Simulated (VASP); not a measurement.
# BaTe (R-3m) in VASP: notebook, part 2 of 2

VASP 6.6.1. The steps go on from the part before.

### 3 Single point, PBE

This run uses another cell than the first one, of the same volume but with other edges.

INCAR

```
SYSTEM = BaTe
ALGO     = Normal         ! electronic algorithm
EDIFF    = 1E-6           ! SCF threshold, eV
ENCUT    = 520            ! plane-wave cutoff, eV
GGA      = PE             ! functional
ISIF     = 2              ! what is computed and relaxed
ISMEAR   = 0              ! smearing method
LASPH    = .TRUE.         ! aspherical terms in the spheres
LCHARG   = .FALSE.        ! write CHGCAR
LREAL    = .FALSE.        ! projectors in reciprocal space
LWAVE    = .FALSE.        ! write WAVECAR
NBANDS   = 15             ! bands
NELM     = 60             ! most SCF steps
PREC     = Accurate       ! precision mode
SIGMA    = 0.05           ! smearing width, eV
```

KPOINTS

```
k-points
0
G
  8 8 8
  0 0 0
```

POSCAR

```
BaTe
1.0
    4.3160802834     -0.4618683698     -0.4618683698
   -0.4618683698      4.3160802834     -0.4618683698
   -0.4618683698     -0.4618683698      4.3160802834
Ba Te
1 1
Direct
    0.0000000000      0.0000000000      0.0000000000
    0.5000000000      0.5000000000      0.5000000000
```

Potentials or basis: VASP PAW PBE potentials, release 64 (Ba_sv, Te).

Run with:

```
> cat potpaw_PBE.64/Ba_sv/POTCAR potpaw_PBE.64/Te/POTCAR > POTCAR
> mpirun -np 1 vasp_std > vasp.out
```

OUTCAR:

```text
SYSTEM = BaTe
   EDIFF = 1E-6
   ENCUT = 520
   GGA = PE
   ISIF = 2
   ISMEAR = 0
   LASPH = .TRUE.
   LREAL = .FALSE.
   NELM = 60
   PREC = Accurate

 ion  position               nearest neighbor table
   1  0.000  0.000  0.000-   2 2.94   2 2.94   2 4.02   2 4.02   2 4.02   2 4.02   2 4.02   2 4.02

   2  0.500  0.500  0.500-   1 2.94   1 2.94   1 4.02   1 4.02   1 4.02   1 4.02   1 4.02   1 4.02

  LATTYP: Found a trigonal (rhomboedric) cell.
 ALAT       =     4.3652255148
 COS(alpha) =    -0.1980352222

  Lattice vectors:

 A1 = (   4.3160802834,  -0.4618683698,  -0.4618683698)
 A2 = (  -0.4618683698,   4.3160802834,  -0.4618683698)
 A3 = (  -0.4618683698,  -0.4618683698,   4.3160802834)

Analysis of symmetry for initial positions (statically):
=====================================================================
 Subroutine PRICEL returns:
 Original cell was already a primitive cell.

 Routine SETGRP: Setting up the symmetry group for a
 trigonal (rhombohedral) supercell.

 Subroutine GETGRP returns: Found 12 space group operations
 (whereof 12 operations were pure point group operations)
 out of a pool of 12 trial point group operations.

The static configuration has the point symmetry D_3d.

Analysis of symmetry for dynamics (positions and initial velocities):
=====================================================================
 Subroutine PRICEL returns:
 Original cell was already a primitive cell.

 Routine SETGRP: Setting up the symmetry group for a
 trigonal (rhombohedral) supercell.

 Subroutine GETGRP returns: Found 12 space group operations
 (whereof 12 operations were pure point group operations)
 out of a pool of 12 trial point group operations.

The dynamic configuration has the point symmetry D_3d.

 Subroutine INISYM returns: Found 12 space group operations
 (whereof 12 operations are pure point group operations),
 and found     1 'primitive' translations

----------------------------------------------------------------------------------------

                                     Primitive cell

  volume of cell :      77.4431

  direct lattice vectors                    reciprocal lattice vectors
     4.316080283 -0.461868370 -0.461868370     0.237790382  0.028495542  0.028495542
    -0.461868370  4.316080283 -0.461868370     0.028495542  0.237790382  0.028495542
    -0.461868370 -0.461868370  4.316080283     0.028495542  0.028495542  0.237790382

  length of vectors
     4.365225515  4.365225515  4.365225515     0.241180964  0.241180964  0.241180964

  position of ions in fractional coordinates (direct lattice)
     0.000000000  0.000000000  0.000000000
     0.500000000  0.500000000  0.500000000

  ion indices of the primitive-cell ions
   primitive index   ion index
                 1           1
                 2           2

----------------------------------------------------------------------------------------

 KPOINTS: k-points

Automatic generation of k-mesh.
 Grid dimensions read from file:
 generate k-points for:    8    8    8

 Generating k-lattice:

  Cartesian coordinates                     Fractional coordinates (reciprocal lattice)
     0.029723798  0.003561943  0.003561943     0.125000000 -0.000000000 -0.000000000
     0.003561943  0.029723798  0.003561943    -0.000000000  0.125000000 -0.000000000
[... 41 lines left out ...]
   number of dos      NEDOS =    301   number of ions     NIONS =      2
   total plane-waves  NPLWV =  32768
   dimension x,y,z NGX =    32 NGY =   32 NGZ =   32
   dimension x,y,z NGXF=    64 NGYF=   64 NGZF=   64
   ions per type =               1   1
   NGX,Y,Z   is equivalent  to a cutoff of  12.19, 12.19, 12.19 a.u.
   NGXF,Y,Z  is equivalent  to a cutoff of  24.37, 24.37, 24.37 a.u.
 SYSTEM =  BaTe
   PREC   = accura    normal or accurate (medium, high low for compatibility)
   ISTART =      0    job   : 0-new  1-cont  2-samecut
   ICHARG =      2    charge: 1-file 2-atom 10-const
   ISPIN  =      1    spin polarized calculation?
   LNONCOLLINEAR =      F non collinear calculations
   LSORBIT =      F    spin-orbit coupling
   LASPH  =      T    aspherical Exc in radial PAW
   ENCUT  =  520.0 eV  38.22 Ry    6.18 a.u.   8.12  8.12  8.12*2*pi/ulx,y,z
   NELM   =     60;   NELMIN=  2; NELMDL= -5     # of ELM steps
   EDIFF  = 0.1E-05   stopping-criterion for ELM
   LREAL  =      F    real-space projection
   EDIFFG = 0.1E-04   stopping-criterion for IOM
   NSW    =      0    number of steps for IOM
   IBRION =     -1    ionic relax: 0-MD 1-quasi-New 2-CG
   NFREE  =      0    steps in history (QN), initial steepest desc. (CG)
   ISIF   =      2    stress and relaxation
   ISYM   =      2    0-nonsym 1-usesym 2-fastsym
   POTIM  = 0.5000    time-step for ionic-motion
   TEBEG  =    0.0;   TEEND  =   0.0 temperature during run
   PSTRESS=    0.0 pullay stress
   NELECT =      16.0000    total number of electrons
   NUPDOWN=      -1.0000    fix difference up-down
   EMIN   =  10.00;   EMAX   =-10.00  energy-range for DOS
   EFERMI =   0.00;   METHOD = LEGACY
   ISMEAR =     0;   SIGMA  =   0.05  broadening in eV -4-tet -1-fermi 0-gaus
   EFERMI_NEDOS =   21; number of points for ismear=-14 and -15
   IALGO  =     38    algorithm
   IMIX   =      4    mixing-type and parameters
     AMIX     =   0.40;   BMIX     =  1.00
     AMIX_MAG =   1.60;   BMIX_MAG =  1.00
  volume/ion in A,a.u.               =      38.72       261.31
  Fermi-wavevector in a.u.,A,eV,Ry     =   0.967804  1.828884 12.743813  0.936644
  Thomas-Fermi vector in A             =   2.097720
   LORBIT       =      0    0 simple, 1 ext, 2 COOP (PROOUT), +10 PAW based schemes
   GGA     = PE    functional components
   LHFCALC =     F    Hartree Fock is set to
   AEXX    =    0.0000 exact exchange contribution
   IVDW    =     0    specifies the selected vdW correction
   LEPSILON=     F    determine dielectric tensor
   LRPA    =     F    only Hartree local field effects (RPA)
 non-spin polarized calculation
 Gauss-broadening in eV      SIGMA  =   0.05
  energy-cutoff  :      520.00
  volume of cell :       77.44
 maximum number of plane-waves:      2111
   NGX = 17   NGY = 17   NGZ = 17

 number of electron      16.0000000 magnetization

 Free energy of the ion-electron system (eV)
  ---------------------------------------------------
  ext. energy  EPLUGINS =         0.00000000
  ---------------------------------------------------
  free energy    TOTEN  =        -7.01206076 eV

  energy without entropy =       -7.01206076  energy(sigma->0) =       -7.01206076

 E-fermi :   4.4770     XC(G=0):  -8.6613

 val. band max:        4.2708292042   @ k =   0.0000   0.0000   0.0000
 cond. band min:       4.6869613312   @ k =   0.5000   0.5000   0.0000
 fundamental gap:      0.4161321270
 Fermi energy:         4.4769932710

 k-point     1 :       0.0000    0.0000    0.0000
  band No.  band energies     occupation
      1     -23.9715      2.00000
      2      -9.4718      2.00000
      3      -9.0644      2.00000
      4      -9.0644      2.00000
      5      -6.7717      2.00000
      6       3.1902      2.00000
      7       3.1902      2.00000
      8       4.2708      2.00000
      9       4.7939      0.00000
     10       4.8873      0.00000
     11       4.8873      0.00000
     12       7.8216      0.00000
     13       7.8216      0.00000
     14       9.9339      0.00000
[... 401 lines left out ...]
      2     -10.0084      2.00000
      3      -9.2656      2.00000
      4      -9.1094      2.00000
      5      -5.3544      2.00000
      6       0.9200      2.00000
      7       1.9664      2.00000
      8       2.4239      2.00000
      9       6.8642      0.00000
     10       7.0180      0.00000
     11       7.5759      0.00000
     12       7.6658      0.00000
     13       8.8180      0.00000
     14       9.7200      0.00000
     15      10.7774      0.00000

 [... further k-points ...]

------------------------ aborting loop because EDIFF is reached ----------------------------------------

  FORCE on cell =-STRESS in cart. coord.  units (eV):
  Direction    XX          YY          ZZ          XY          YZ          ZX
  --------------------------------------------------------------------------------------
  -------------------------------------------------------------------------------------
  Total        4.9680246      4.9680246      4.9680246      5.9213977      5.9213977      5.9213977
  in kB      102.7806909    102.7806909    102.7806909    122.5044960    122.5044960    122.5044960
  external PRESSURE =     102.7806909 kB  Pullay stress =       0.0000000 kB

 VOLUME and BASIS-vectors are now :
 -----------------------------------------------------------------------------
  energy-cutoff  :      520.00
  volume of cell :       77.44
      direct lattice vectors                 reciprocal lattice vectors
     4.316080283 -0.461868370 -0.461868370     0.237790382  0.028495542  0.028495542
    -0.461868370  4.316080283 -0.461868370     0.028495542  0.237790382  0.028495542
    -0.461868370 -0.461868370  4.316080283     0.028495542  0.028495542  0.237790382

 POSITION                                       TOTAL-FORCE (eV/Angst)
 -----------------------------------------------------------------------------------
      0.00000      0.00000      0.00000         0.000000     -0.000000      0.000000
      1.69617      1.69617      1.69617        -0.000000      0.000000     -0.000000
 -----------------------------------------------------------------------------------
    total drift:                                0.000000     -0.000000     -0.000000

  FREE ENERGIE OF THE ION-ELECTRON SYSTEM (eV)
  ---------------------------------------------------
  free  energy   TOTEN  =        -7.0120607586 eV

  energy  without entropy=       -7.0120607586  energy(sigma->0) =       -7.01206076
```

Wall time 33 s (1 thread of Intel Xeon Platinum 8488C (Sapphire Rapids), shared host); peak memory 0.23 GiB.

Results:

- Free energy: -7.0121 eV
- Pressure: 10.3 GPa
- Band gap on the k mesh: 0.42 eV (least direct gap 0.52 eV)

Caveat: the cell stands under pressure; semilocal functionals underestimate gaps, and a narrow one can read as zero; spin-orbit coupling is left out, which moves the levels of the heavy elements. A k mesh can miss the band edges.

### 4 Single point, PBE

This run uses another cell than the first one, of the same volume but with other edges.

INCAR

```
SYSTEM = BaTe
ALGO = Normal ; EDIFF = 1E-6
ENCUT = 520 ; GGA = PE
ISIF = 2 ; ISMEAR = 0
LASPH = .TRUE. ; LCHARG = .FALSE.
LREAL = .FALSE. ; LWAVE = .FALSE.
NBANDS = 15 ; NELM = 100
PREC = Accurate ; SIGMA = 0.05
```

KPOINTS is that of step 3.

POSCAR

```
BaTe
1.0
    4.3207023377      0.5194979350      0.5194979350
    0.5194979350      4.3207023377      0.5194979350
    0.5194979350      0.5194979350      4.3207023377
Ba Te
1 1
Direct
    0.0000000000      0.0000000000      0.0000000000
    0.5000000000      0.5000000000      0.5000000000
```

Potentials or basis: VASP PAW PBE potentials, release 64 (Ba_sv, Te).

Run with:

```
> cat potpaw_PBE.64/Ba_sv/POTCAR potpaw_PBE.64/Te/POTCAR > POTCAR
> mpirun -np 1 vasp_std > vasp.out
```

OUTCAR:

```text
SYSTEM = BaTe
   EDIFF = 1E-6
   ENCUT = 520
   GGA = PE
   ISIF = 2
   ISMEAR = 0
   LASPH = .TRUE.
   LREAL = .FALSE.
   NELM = 100
   PREC = Accurate

 ion  position               nearest neighbor table
   1  0.000  0.000  0.000-   2 3.47   2 3.47   2 3.47   2 3.47   2 3.47   2 3.47
   2  0.500  0.500  0.500-   1 3.47   1 3.47   1 3.47   1 3.47   1 3.47   1 3.47

  LATTYP: Found a trigonal (rhomboedric) cell.
 ALAT       =     4.3827188936
 COS(alpha) =     0.2477620922

  Lattice vectors:

 A1 = (   4.3207023377,   0.5194979350,   0.5194979350)
 A2 = (   0.5194979350,   4.3207023377,   0.5194979350)
 A3 = (   0.5194979350,   0.5194979350,   4.3207023377)

Analysis of symmetry for initial positions (statically):
=====================================================================
 Subroutine PRICEL returns:
 Original cell was already a primitive cell.

 Routine SETGRP: Setting up the symmetry group for a
 trigonal (rhombohedral) supercell.

 Subroutine GETGRP returns: Found 12 space group operations
 (whereof 12 operations were pure point group operations)
 out of a pool of 12 trial point group operations.

The static configuration has the point symmetry D_3d.

Analysis of symmetry for dynamics (positions and initial velocities):
=====================================================================
 Subroutine PRICEL returns:
 Original cell was already a primitive cell.

 Routine SETGRP: Setting up the symmetry group for a
 trigonal (rhombohedral) supercell.

 Subroutine GETGRP returns: Found 12 space group operations
 (whereof 12 operations were pure point group operations)
 out of a pool of 12 trial point group operations.

The dynamic configuration has the point symmetry D_3d.

 Subroutine INISYM returns: Found 12 space group operations
 (whereof 12 operations are pure point group operations),
 and found     1 'primitive' translations

----------------------------------------------------------------------------------------

                                     Primitive cell

  volume of cell :      77.4431
[... 120 lines left out ...]
 non-spin polarized calculation
 Gauss-broadening in eV      SIGMA  =   0.05
  energy-cutoff  :      520.00
  volume of cell :       77.44
 maximum number of plane-waves:      2098
 NGX is ok and might be reduce to    36

 number of electron      16.0000000 magnetization

 Free energy of the ion-electron system (eV)
  ---------------------------------------------------
  ext. energy  EPLUGINS =         0.00000000
  ---------------------------------------------------
  free energy    TOTEN  =        -8.29417731 eV

  energy without entropy =       -8.29417731  energy(sigma->0) =       -8.29417731

 E-fermi :   3.7977     XC(G=0):  -8.7182

 val. band max:        3.5924261347   @ k =   0.0000   0.0000   0.0000
 cond. band min:       4.4255458849   @ k =   0.5000   0.5000  -0.0000
 fundamental gap:      0.8331197501
 Fermi energy:         3.7977041757

 k-point     1 :       0.0000    0.0000    0.0000
  band No.  band energies     occupation
      1     -24.0684      2.00000
      2      -9.1889      2.00000
      3      -9.1889      2.00000
      4      -9.1569      2.00000
      5      -6.6926      2.00000
      6       3.0859      2.00000
      7       3.0859      2.00000
      8       3.5924      2.00000
      9       4.9299      0.00000
     10       4.9299      0.00000
     11       5.9131      0.00000
     12       7.1798      0.00000
     13       7.1798      0.00000
     14       8.7381      0.00000
[... 401 lines left out ...]
      2      -9.6167      2.00000
      3      -9.2116      2.00000
      4      -9.1681      2.00000
      5      -6.0515      2.00000
      6       1.0149      2.00000
      7       1.8899      2.00000
      8       3.1698      2.00000
      9       5.7837      0.00000
     10       6.1294      0.00000
     11       7.3501      0.00000
     12       7.8483      0.00000
     13       9.7122      0.00000
     14       9.7335      0.00000
     15      11.2517      0.00000

 [... further k-points ...]

------------------------ aborting loop because EDIFF is reached ----------------------------------------

  FORCE on cell =-STRESS in cart. coord.  units (eV):
  Direction    XX          YY          ZZ          XY          YZ          ZX
  --------------------------------------------------------------------------------------
  -------------------------------------------------------------------------------------
  Total        1.4603220      1.4603220      1.4603220      0.2016944      0.2016944      0.2016944
  in kB       30.2117883     30.2117883     30.2117883      4.1727436      4.1727436      4.1727436
  external PRESSURE =      30.2117883 kB  Pullay stress =       0.0000000 kB

 VOLUME and BASIS-vectors are now :
 -----------------------------------------------------------------------------
  energy-cutoff  :      520.00
  volume of cell :       77.44
      direct lattice vectors                 reciprocal lattice vectors
     4.320702338  0.519497935  0.519497935     0.237575566 -0.025498948 -0.025498948
     0.519497935  4.320702338  0.519497935    -0.025498948  0.237575566 -0.025498948
     0.519497935  0.519497935  4.320702338    -0.025498948 -0.025498948  0.237575566

 POSITION                                       TOTAL-FORCE (eV/Angst)
 -----------------------------------------------------------------------------------
      0.00000      0.00000      0.00000         0.000000      0.000000     -0.000000
      2.67985      2.67985      2.67985        -0.000000     -0.000000      0.000000
 -----------------------------------------------------------------------------------
    total drift:                                0.000000      0.000000      0.000000

  FREE ENERGIE OF THE ION-ELECTRON SYSTEM (eV)
  ---------------------------------------------------
  free  energy   TOTEN  =        -8.2941773146 eV

  energy  without entropy=       -8.2941773146  energy(sigma->0) =       -8.29417731
```

stdout:

```text
POSCAR found type information on POSCAR BaTe
 POSCAR found :  2 types and       2 ions
 scaLAPACK will be used
 LDA part: xc-table for (Slater+PW92), standard interpolation
 POSCAR, INCAR and KPOINTS ok, starting setup
 FFT: planning ... GRIDC
 FFT: planning ... GRID_SOFT
 FFT: planning ... GRID
 WAVECAR not read
 entering main loop
```

Wall time 48 s (1 thread of Intel Xeon Platinum 8488C (Sapphire Rapids), shared host); peak memory 0.25 GiB.

What came out:

```
Free energy            : -8.2942 eV
Pressure               : 3.0 GPa
Band gap on the k mesh : 0.83 eV (least direct gap 1.07 eV)
```

Stress tensor (GPa, compression positive):
```
3.02 0.42 0.42
0.42 3.02 0.42
0.42 0.42 3.02
```

Caveat: the cell stands under pressure; spin-orbit coupling is left out, which moves the levels of the heavy elements. A k mesh can miss the band edges.

### 5 Overview

| cell | gap on the mesh (eV) | pressure (GPa) |
| --- | --- | --- |
| a = 4.651 Å, angles 109.5°, 2 atoms | none | 45.0 |
| a = 4.365 Å, angles 101.4°, 2 atoms | 0.42 | 10.3 |
| a = 4.383 Å, angles 75.7°, 2 atoms | 0.83 | 3.0 |

Alike in all rows: task single point; level PBE; potentials or basis VASP PAW PBE potentials, release 64 (Ba_sv, Te); no spin polarisation; k mesh 8 × 8 × 8; cutoff (eV) 520; smearing gaussian 0.05 eV.

Caveats: the cell stands under pressure; spin-orbit coupling is left out, which moves the levels of the heavy elements; semilocal functionals underestimate gaps, and a narrow one can read as zero (at least some runs).

Total energies depend on the potentials used, so only differences within one code and one set of settings carry meaning.
